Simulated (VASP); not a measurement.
# InSe (C2) in VASP: further runs

Runs on InSe. Level: PBE. Tasks: single point.

Everything below comes from runs of VASP 6.6.1. Logs are shortened: lines on timing, memory, paths and dates and some standing lists are left out, and cuts for length are marked.

**1. The cell of the first run**

The structure is monoclinic, space group C2 (No. 5). The conventional cell has a = 11.393 Å, b = 4.077 Å, c = 5.841 Å, α = 90.00°, β = 108.84°, γ = 90.00°. In (site symmetry 1) has 3 Se at 2.61 to 2.79 Å and 1 In at 2.82 Å within 3.4 Å. Within 3.4 Å of Se (site symmetry 1) lie 3 In at 2.61 to 2.79 Å.

**2. Single point, PBE (atoms displaced along a vibrational mode, the cell strained)**

Input file INCAR:

```
PREC = Accurate
ENCUT = 520
EDIFF = 1E-6
ISMEAR = 0
SIGMA = 0.05
LREAL = False
LASPH = True
NELM = 60
ALGO = Normal
ISIF = 2
LWAVE = False
LCHARG = True
GGA = PE
LELF = True
LVHAR = True
NBANDS = 27
```

Input file KPOINTS:

```
Automatic mesh
0
Gamma
  8 8 6
```

Input file POSCAR:

```
InSe
1.0
    5.6932864856     -2.0383523604     -0.1892107327
    5.6932864856      2.0383523604     -0.1892107327
   -1.7010794645      0.0000000000      5.5875955855
In Se
2 2
Direct
    0.8758951401      0.8999067711      0.0533034054
    0.1000932289      0.1241048599      0.9466965946
    0.6837848324      0.6488736946      0.6952062322
    0.3511263054      0.3162151676      0.3047937678
```

Potentials or basis: VASP PAW PBE potentials, release 64 (In_d, Se).

The run is started by

```
cat potpaw_PBE.64/In_d/POTCAR potpaw_PBE.64/Se/POTCAR > POTCAR
mpirun -np 1 vasp_std > vasp.out
```

OUTCAR:

```text
PREC = Accurate
   ENCUT = 520
   EDIFF = 1E-6
   ISMEAR = 0
   LREAL = False
   LASPH = True
   NELM = 60
   ISIF = 2
   GGA = PE

 ion  position               nearest neighbor table
   1  0.876  0.900  0.053-   4 2.61   3 2.71   4 2.79   2 2.82   2 3.63   2 3.63
   2  0.100  0.124  0.947-   3 2.61   4 2.71   3 2.79   1 2.82   1 3.63   1 3.63
   3  0.684  0.649  0.695-   2 2.61   1 2.71   2 2.79
   4  0.351  0.316  0.305-   1 2.61   2 2.71   1 2.79

  LATTYP: Found a base centered monoclinic cell.
 ALAT       =    11.3928594670
 B/A-ratio  =     0.3578298085
 C/A-ratio  =     0.5126716285
 COS(beta)  =    -0.3228560994

  Lattice vectors:

 A1 = (   5.6932864856,  -2.0383523604,  -0.1892107327)
 A2 = (   5.6932864856,   2.0383523604,  -0.1892107327)
 A3 = (  -1.7010794645,   0.0000000000,   5.5875955855)

Analysis of symmetry for initial positions (statically):
=====================================================================
 Subroutine PRICEL returns:
 Original cell was already a primitive cell.

 Routine SETGRP: Setting up the symmetry group for a
 base centered monoclinic supercell.

 Subroutine GETGRP returns: Found  2 space group operations
 (whereof  2 operations were pure point group operations)
 out of a pool of  4 trial point group operations.

The static configuration has the point symmetry C_2 .

Analysis of symmetry for dynamics (positions and initial velocities):
=====================================================================
 Subroutine PRICEL returns:
 Original cell was already a primitive cell.

 Routine SETGRP: Setting up the symmetry group for a
 base centered monoclinic supercell.

 Subroutine GETGRP returns: Found  2 space group operations
 (whereof  2 operations were pure point group operations)
 out of a pool of  4 trial point group operations.

The dynamic configuration has the point symmetry C_2 .

 Subroutine INISYM returns: Found  2 space group operations
 (whereof  2 operations are pure point group operations),
 and found     1 'primitive' translations

----------------------------------------------------------------------------------------

                                     Primitive cell

  volume of cell :     128.3751

  direct lattice vectors                    reciprocal lattice vectors
     5.693286486 -2.038352360 -0.189210733     0.088720384 -0.245296157  0.027009905
     5.693286486  2.038352360 -0.189210733     0.088720384  0.245296157  0.027009905
    -1.701079465  0.000000000  5.587595585     0.006008613  0.000000000  0.180797109

  length of vectors
     6.050139838  6.050139838  5.840795817     0.262242342  0.262242342  0.180896927

  position of ions in fractional coordinates (direct lattice)
     0.875895140  0.899906771  0.053303405
     0.100093229  0.124104860  0.946696595
     0.683784832  0.648873695  0.695206232
     0.351126305  0.316215168  0.304793768

  ion indices of the primitive-cell ions
   primitive index   ion index
                 1           1
                 2           2
                 3           3
                 4           4

----------------------------------------------------------------------------------------

 KPOINTS: Automatic mesh

Automatic generation of k-mesh.
 Grid dimensions read from file:
 generate k-points for:    8    8    6

 Generating k-lattice:

  Cartesian coordinates                     Fractional coordinates (reciprocal lattice)
     0.011090048 -0.030662020  0.003376238     0.125000000 -0.000000000  0.000000000
     0.011090048  0.030662020  0.003376238    -0.000000000  0.125000000  0.000000000
     0.001001435  0.000000000  0.030132851     0.000000000  0.000000000  0.166666667

  Length of vectors
     0.032780293  0.032780293  0.030149488

  Shift w.r.t. Gamma in fractional coordinates (k-lattice)
     0.000000000  0.000000000  0.000000000

 Subroutine IBZKPT returns following result:
 ===========================================

 Found    114 irreducible k-points:

 Following reciprocal coordinates:
            Coordinates               Weight
  0.000000  0.000000  0.000000      1.000000
  0.125000  0.000000  0.000000      4.000000
  0.250000  0.000000  0.000000      4.000000
  0.375000 -0.000000  0.000000      4.000000
  0.500000  0.000000  0.000000      2.000000
  0.125000  0.125000  0.000000      2.000000
[... 16 lines left out ...]
  0.125000  0.000000  0.166667      4.000000
  0.250000 -0.000000  0.166667      4.000000
 [... further k-points ...]
   k-points           NKPTS =    114   k-points in BZ     NKDIM =    114   number of bands    NBANDS=     27
   number of dos      NEDOS =    301   number of ions     NIONS =      4
   total plane-waves  NPLWV = 110592
   dimension x,y,z NGX =    48 NGY =   48 NGZ =   48
   dimension x,y,z NGXF=    96 NGYF=   96 NGZF=   96
   ions per type =               2   2
   NGX,Y,Z   is equivalent  to a cutoff of  13.19, 13.19, 13.66 a.u.
   NGXF,Y,Z  is equivalent  to a cutoff of  26.38, 26.38, 27.32 a.u.
 SYSTEM =  unknown system
   PREC   = accura    normal or accurate (medium, high low for compatibility)
   ISTART =      0    job   : 0-new  1-cont  2-samecut
   ICHARG =      2    charge: 1-file 2-atom 10-const
   ISPIN  =      1    spin polarized calculation?
   LNONCOLLINEAR =      F non collinear calculations
   LSORBIT =      F    spin-orbit coupling
   LASPH  =      T    aspherical Exc in radial PAW
   ENCUT  =  520.0 eV  38.22 Ry    6.18 a.u.  11.25 11.25 10.86*2*pi/ulx,y,z
   NELM   =     60;   NELMIN=  2; NELMDL= -5     # of ELM steps
   EDIFF  = 0.1E-05   stopping-criterion for ELM
   LREAL  =      F    real-space projection
   EDIFFG = 0.1E-04   stopping-criterion for IOM
   NSW    =      0    number of steps for IOM
   IBRION =     -1    ionic relax: 0-MD 1-quasi-New 2-CG
   NFREE  =      0    steps in history (QN), initial steepest desc. (CG)
   ISIF   =      2    stress and relaxation
   ISYM   =      2    0-nonsym 1-usesym 2-fastsym
   POTIM  = 0.5000    time-step for ionic-motion
   TEBEG  =    0.0;   TEEND  =   0.0 temperature during run
   PSTRESS=    0.0 pullay stress
   NELECT =      38.0000    total number of electrons
   NUPDOWN=      -1.0000    fix difference up-down
   EMIN   =  10.00;   EMAX   =-10.00  energy-range for DOS
   EFERMI =   0.00;   METHOD = LEGACY
   ISMEAR =     0;   SIGMA  =   0.05  broadening in eV -4-tet -1-fermi 0-gaus
   EFERMI_NEDOS =   21; number of points for ismear=-14 and -15
   IALGO  =     38    algorithm
   IMIX   =      4    mixing-type and parameters
     AMIX     =   0.40;   BMIX     =  1.00
     AMIX_MAG =   1.60;   BMIX_MAG =  1.00
  volume/ion in A,a.u.               =      32.09       216.58
  Fermi-wavevector in a.u.,A,eV,Ry     =   1.091044  2.061775 16.196074  1.190378
  Thomas-Fermi vector in A             =   2.227281
   LORBIT       =      0    0 simple, 1 ext, 2 COOP (PROOUT), +10 PAW based schemes
   GGA     = PE    functional components
   LHFCALC =     F    Hartree Fock is set to
   AEXX    =    0.0000 exact exchange contribution
   IVDW    =     0    specifies the selected vdW correction
   LEPSILON=     F    determine dielectric tensor
   LRPA    =     F    only Hartree local field effects (RPA)
 non-spin polarized calculation
 Gauss-broadening in eV      SIGMA  =   0.05
  energy-cutoff  :      520.00
  volume of cell :      128.38
 maximum number of plane-waves:      3481
 NGX is ok and might be reduce to    48
   NGX = 23   NGY = 23   NGZ = 21

 number of electron      37.9999993 magnetization

 Free energy of the ion-electron system (eV)
  ---------------------------------------------------
  ext. energy  EPLUGINS =         0.00000000
  ---------------------------------------------------
  free energy    TOTEN  =       -14.02335714 eV

  energy without entropy =      -14.02335714  energy(sigma->0) =      -14.02335714

 E-fermi :   3.2940     XC(G=0):  -8.4327

 val. band max:        3.0363655040   @ k =   0.5000   0.5000   0.0000
 cond. band min:       4.1836964101   @ k =  -0.3750  -0.3750   0.1667
 fundamental gap:      1.1473309061
 Fermi energy:         3.2939926965

 k-point     1 :       0.0000    0.0000    0.0000
  band No.  band energies     occupation
      1     -11.5437      2.00000
      2     -11.4273      2.00000
      3     -11.2819      2.00000
      4     -11.2203      2.00000
      5     -11.1912      2.00000
      6     -11.1866      2.00000
[... 19 lines left out ...]
     26       9.4467      0.00000
     27      10.5414      0.00000

 k-point     2 :       0.1250    0.0000    0.0000
  band No.  band energies     occupation
      1     -11.5407      2.00000
      2     -11.4269      2.00000
      3     -11.3235      2.00000
      4     -11.2125      2.00000
      5     -11.2026      2.00000
      6     -11.1789      2.00000
[... 19 lines left out ...]
     26       9.2789      0.00000
     27      10.7525      0.00000

 k-point     3 :       0.2500    0.0000    0.0000
  band No.  band energies     occupation
      1     -11.5377      2.00000
      2     -11.4257      2.00000
      3     -11.3972      2.00000
      4     -11.2270      2.00000
      5     -11.1962      2.00000
      6     -11.1768      2.00000
[... 19 lines left out ...]
     26       9.9538      0.00000
     27      10.4900      0.00000

 k-point     4 :       0.3750   -0.0000    0.0000
  band No.  band energies     occupation
      1     -11.5480      2.00000
      2     -11.4416      2.00000
      3     -11.4237      2.00000
      4     -11.2505      2.00000
      5     -11.1966      2.00000
      6     -11.1866      2.00000
[... 19 lines left out ...]
     26       9.8114      0.00000
     27      10.6666      0.00000

 k-point     5 :       0.5000    0.0000    0.0000
  band No.  band energies     occupation
      1     -11.5584      2.00000
      2     -11.4503      2.00000
      3     -11.4231      2.00000
      4     -11.2602      2.00000
      5     -11.2035      2.00000
      6     -11.1864      2.00000
[... 19 lines left out ...]
     26       9.3568      0.00000
     27      10.7992      0.00000

 k-point     6 :       0.1250    0.1250    0.0000
  band No.  band energies     occupation
      1     -11.5379      2.00000
      2     -11.4304      2.00000
      3     -11.2882      2.00000
      4     -11.2204      2.00000
      5     -11.1982      2.00000
      6     -11.1893      2.00000
[... 444 lines left out ...]
      1     -11.5006      2.00000
      2     -11.4331      2.00000
      3     -11.3217      2.00000
      4     -11.2863      2.00000
      5     -11.2297      2.00000
      6     -11.1858      2.00000
[... 19 lines left out ...]
     26       9.6138      0.00000
     27      10.6375      0.00000

 k-point    22 :      -0.0000   -0.0000    0.1667
  band No.  band energies     occupation
      1     -11.5467      2.00000
      2     -11.4268      2.00000
      3     -11.2815      2.00000
      4     -11.2198      2.00000
      5     -11.1914      2.00000
      6     -11.1867      2.00000
[... 19 lines left out ...]
     26       9.5570      0.00000
     27      10.3084      0.00000

 k-point    23 :       0.1250    0.0000    0.1667
  band No.  band energies     occupation
      1     -11.5446      2.00000
      2     -11.4263      2.00000
      3     -11.3215      2.00000
      4     -11.2120      2.00000
      5     -11.2031      2.00000
      6     -11.1791      2.00000
[... 19 lines left out ...]
     26       9.4745      0.00000
     27      10.5935      0.00000

 k-point    24 :       0.2500   -0.0000    0.1667
  band No.  band energies     occupation
      1     -11.5432      2.00000
      2     -11.4250      2.00000
      3     -11.3926      2.00000
      4     -11.2279      2.00000
      5     -11.1958      2.00000
      6     -11.1762      2.00000
[... 19 lines left out ...]
     26      10.2028      0.00000
     27      10.7943      0.00000

 [... further k-points ...]

------------------------ aborting loop because EDIFF is reached ----------------------------------------

  FORCE on cell =-STRESS in cart. coord.  units (eV):
  Direction    XX          YY          ZZ          XY          YZ          ZX
  --------------------------------------------------------------------------------------
  -------------------------------------------------------------------------------------
  Total        0.4809259      0.5097657      0.1511600      0.0000000      0.0000000      0.0760525
  in kB        6.0021645      6.3620989      1.8865422      0.0000000      0.0000000      0.9491682
  external PRESSURE =       4.7502685 kB  Pullay stress =       0.0000000 kB

 VOLUME and BASIS-vectors are now :
 -----------------------------------------------------------------------------
  energy-cutoff  :      520.00
  volume of cell :      128.38
      direct lattice vectors                 reciprocal lattice vectors
     5.693286486 -2.038352360 -0.189210733     0.088720384 -0.245296157  0.027009905
     5.693286486  2.038352360 -0.189210733     0.088720384  0.245296157  0.027009905
    -1.701079465  0.000000000  5.587595585     0.006008613  0.000000000  0.180797109

 POSITION                                       TOTAL-FORCE (eV/Angst)
 -----------------------------------------------------------------------------------
     10.01948      0.04894     -0.03816         0.076345     -0.473343     -0.016813
     -0.33398      0.04894      5.24734        -0.076345     -0.473343      0.016813
      6.40461     -0.07116      3.63238         0.006928      0.473343     -0.023572
      3.28089     -0.07116      1.57680        -0.006928      0.473343      0.023572
 -----------------------------------------------------------------------------------
    total drift:                                0.000000     -0.000042     -0.000000

  FREE ENERGIE OF THE ION-ELECTRON SYSTEM (eV)
  ---------------------------------------------------
  free  energy   TOTEN  =       -14.0233571350 eV

  energy  without entropy=      -14.0233571350  energy(sigma->0) =      -14.02335714
```

Run time: 9.7 min. Hardware: 1 thread of Intel Xeon 8259CL, shared host; peak memory 0.55 GiB.

What came out:

```yaml
Free_energy: -14.0234 eV
Pressure: 0.5 GPa
Largest_force: 0.480 eV/Å
Band_gap_on_the_k_mesh: 1.15 eV (least direct gap 1.28 eV)
```

Forces in eV/Å, atoms in the order of the input:
```
In   0.076 -0.473 -0.017
In  -0.076 -0.473  0.017
Se   0.007  0.473 -0.024
Se  -0.007  0.473  0.024
```

Caveat: the cell differs from its parent crystal (atoms displaced along a vibrational mode, the cell strained); spin-orbit coupling is left out, which moves the levels of the heavy elements.

**3. Single point, PBE (atoms displaced along a vibrational mode, the cell strained)**

Input file INCAR:

```
SYSTEM = InSe
PREC = Accurate ; ENCUT = 520
EDIFF = 1E-6 ; ISMEAR = 0
SIGMA = 0.05 ; LREAL = .False.
LASPH = .True. ; NELM = 80
ALGO = Normal ; ISIF = 2
LWAVE = .False. ; LCHARG = .False.
GGA = PE ; NBANDS = 27
```

Input file KPOINTS:

```
regular mesh
0
Gamma
  8 8 6
  0 0 0
```

Input file POSCAR:

```
InSe
1.0
    5.6932864856     -2.0383523604     -0.1892107327
    5.6932864856      2.0383523604     -0.1892107327
   -1.7010794645      0.0000000000      5.5875955855
In Se
2 2
Direct
    0.8838990171      0.8919028941      0.0533034054
    0.1080971059      0.1161009829      0.9466965946
    0.6721477865      0.6605107405      0.6952062322
    0.3394892595      0.3278522135      0.3047937678
```

Potentials or basis: VASP PAW PBE potentials, release 64 (In_d, Se).

The run is started by

```
cat potpaw_PBE.64/In_d/POTCAR potpaw_PBE.64/Se/POTCAR > POTCAR
mpirun -np 1 vasp_std > vasp.out
```

Wall time 9.6 min (1 thread of Intel Xeon 8259CL, shared host); peak memory 0.54 GiB.

The run converged. Its results:

* Free energy: -14.0736 eV
* Pressure: 0.3 GPa
* Largest force: 0.172 eV/Å
* Band gap on the k mesh: 1.14 eV (least direct gap 1.28 eV)

Forces on the atoms (eV/Å):
```
In   0.027 -0.156  0.061
In  -0.027 -0.156 -0.061
Se  -0.056  0.156  0.044
Se   0.056  0.156 -0.044
```

Stress tensor (GPa, compression positive):
```
 0.49  0.00  0.33
 0.00  0.32  0.00
 0.33  0.00 -0.05
```

Levels at points of the mesh, in eV from the valence-band top:
```tsv
k point	band 15	band 16	band 17	band 18	band 19	band 20	band 21	band 22	band 23	band 24
(0.00, 0.00, 0.00)	-3.34	-2.05	-1.77	-1.18	-1.02	2.20	2.61	3.26	4.62	5.41
(0.50, 0.00, 0.00)	-2.54	-2.43	-2.13	-1.95	-1.08	1.46	2.35	3.69	3.83	4.27
(0.50, 0.50, 0.00)	-2.50	-2.05	-1.47	-0.76	0.00	1.61	2.62	3.84	3.94	5.14
(0.00, 0.00, 0.50)	-2.37	-1.71	-1.55	-1.04	-0.91	1.14	1.80	3.53	4.21	5.79
(0.50, 0.00, 0.50)	-2.98	-2.71	-2.05	-1.94	-1.19	2.35	2.85	3.72	4.42	5.26
(0.50, 0.50, 0.50)	-2.45	-1.73	-1.14	-1.11	-0.25	1.94	2.79	3.80	4.96	5.33
```

Caveat: the cell differs from its parent crystal (atoms displaced along a vibrational mode, the cell strained); spin-orbit coupling is left out, which moves the levels of the heavy elements.
